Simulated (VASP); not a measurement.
The system is RbGe.

```
CELL_PARAMETERS angstrom
3.38697 0.00000 0.00000
-1.69348 2.93320 0.00000
0.00000 0.00000 11.48928
ATOMIC_POSITIONS crystal
Rb 0.00000 0.00000 0.00000
Rb 0.00000 0.00000 0.50000
Ge 0.33333 0.66667 0.25000
Ge 0.66667 0.33333 0.75000
```

Base run:

```yaml
Program: VASP 6.6.1
Functional: LDA
Potentials_or_basis: VASP PAW LDA potentials, release 64 (Rb_sv, Ge_d)
Cutoff: 500 eV
k_mesh: 8 × 8 × 2
Occupations: fermi-dirac, width 0.1 eV
Spin: no spin polarisation
```

Its results: band gap on the k mesh zero (bands 23 and 24 overlap by 2.14 eV); pressure -0.5 GPa.

The run is repeated on the same cell with these changes: k mesh from 8 × 8 × 2 to 5 × 5 × 3. What comes out?

Band gap on the k mesh zero (bands 23 and 24 overlap by 2.08 eV); pressure 0.1 GPa.

Caveats: some runs use coarse meshes.
